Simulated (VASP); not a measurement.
Input of a VASP 6.6.1 run:

File INCAR:

```
PREC = Accurate ; ENCUT = 520
EDIFF = 1E-6 ; ISMEAR = -1
SIGMA = 0.1 ; LREAL = F
LASPH = T ; NELM = 80
ALGO = Normal ; ISIF = 2
LWAVE = F ; LCHARG = F
GGA = RE ; NBANDS = 18
```

Contents of KPOINTS:

```
Automatic mesh
0
Gamma
  13 13 13
```

POSCAR

```
Lu
1.0
   -2.0249441523      2.0249441523      2.0249441523
    2.0249441523     -2.0249441523      2.0249441523
    2.0249441523      2.0249441523     -2.0249441523
Lu
1
Direct
    0.0000000000      0.0000000000      0.0000000000
```

Potentials or basis: VASP PAW PBE potentials, release 64 (Lu).

Run with:

```sh
$ cat potpaw_PBE.64/Lu/POTCAR > POTCAR
$ mpirun -np 1 vasp_std > vasp.out
```

**Question.** What does it give for the pressure?

**Answer.** -2.7 GPa.

**Question.** What does it give for the band gap on the k mesh?

**Answer.** Zero (an odd number of electrons rules out a gap without spin polarisation).

Caveat: the PAW data sets were made with another functional, which shifts forces and pressure a little; spin-orbit coupling is left out, which moves the levels of the heavy elements.
